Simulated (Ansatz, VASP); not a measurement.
## In6O: VASP beside Ansatz

```
CELL_PARAMETERS angstrom
5.81140 0.00000 0.00000
0.00000 5.81140 0.00000
0.00000 0.00000 5.39815
ATOMIC_POSITIONS crystal
In 0.25351 0.25351 0.50000
In 0.74649 0.74649 0.50000
In 0.74649 0.25351 0.50000
In 0.25351 0.74649 0.50000
In 0.00000 0.50000 0.00000
In 0.50000 0.00000 0.00000
O 0.50000 0.50000 0.00000
```

Alike in both runs: functional PBE; k mesh 3 × 3 × 3; occupations gaussian, width 0.2 eV; no spin polarisation.

Ansatz relaxed the structure, and its values are those at the end. VASP's run is a single point on that final structure, the one shown.

|  | VASP | Ansatz |
| --- | --- | --- |
| version | VASP 6.6.1 | Ansatz 0.2.0 |
| potentials or method | VASP PAW PBE potentials, release 64 (In_d, O), cutoff 600 eV | scalar-relativistic, plane waves, PAW |
| valence electrons in the cell | 84 | 84 |

|  | VASP | Ansatz | Ansatz less VASP |
| --- | --- | --- | --- |
| gap on the k mesh at the Fermi level (eV) | none | none | - |
| pressure (GPa) | 0.0 | 0.0 | +0.02 |

A gap of «none» marks a metal or a gap that the smearing closes.

The k mesh is coarse, so the values compare programs but aren't converged.
